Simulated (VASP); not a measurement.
Set up this calculation in VASP 6.6.1, as the native input.

```yaml
Task: single point
Functional: PBE
Potentials_or_basis: VASP PAW PBE potentials, release 64 (Al, Ir)
Cutoff: 520 eV
k_mesh: 6 × 6 × 4
Occupations: gaussian, width 0.1 eV
Spin: no spin polarisation
Dipole_correction: no
Further_INCAR_settings: ALGO = Fast; EDIFF = 1e-06; NBANDS = 18
```

The structure of Al4Ir lies in POSCAR:

```
Al4Ir
1.0
    2.9068361384      0.0000000000      0.0000000000
    0.0000000000      2.9068361384      0.0000000000
    0.0000000000      0.0000000000      9.7306219183
Al Ir
4 1
Direct
    0.0000000000      0.0000000000      0.1645616136
    0.0000000000      0.0000000000      0.8354383864
    0.5000000000      0.5000000000      0.3641025247
    0.5000000000      0.5000000000      0.6358974753
    0.5000000000      0.5000000000      0.0000000000
```

The cell was built from a structure type or drawn by symmetry, and may not be a known phase.

The input as run:

INCAR

```
SYSTEM = Al4Ir
ALGO     = Fast           ! electronic algorithm
EDIFF    = 1E-6           ! SCF threshold, eV
ENCUT    = 520            ! plane-wave cutoff, eV
GGA      = PE             ! functional
ISIF     = 2              ! what is computed and relaxed
ISMEAR   = 0              ! smearing method
LASPH    = .TRUE.         ! aspherical terms in the spheres
LCHARG   = .FALSE.        ! write CHGCAR
LREAL    = .FALSE.        ! projectors in reciprocal space
LWAVE    = .FALSE.        ! write WAVECAR
NBANDS   = 18             ! bands
NELM     = 80             ! most SCF steps
PREC     = Accurate       ! precision mode
SIGMA    = 0.1            ! smearing width, eV
```

KPOINTS

```
k-points
0
G
  6 6 4
  0 0 0
```

Potentials or basis: VASP PAW PBE potentials, release 64 (Al, Ir).

Launch:

```sh
$ cat potpaw_PBE.64/Al/POTCAR potpaw_PBE.64/Ir/POTCAR > POTCAR
$ mpirun -np 1 vasp_std > vasp.out
```

It gave:

```
Pressure               : 0.2 GPa
Largest force          : 0.025 eV/Å
Band gap on the k mesh : zero (an odd number of electrons rules out a gap without spin polarisation)
```

Caveat: the k points lie up to 0.36 Å⁻¹ apart, too coarse for converged energies and pressures of a metal; spin-orbit coupling is left out, which moves the levels of the heavy elements.

Wall time 20 s on 1 thread of Intel(R) Xeon(R) 6975P-C (Granite Rapids) (shared host), peak memory 0.21 GiB.
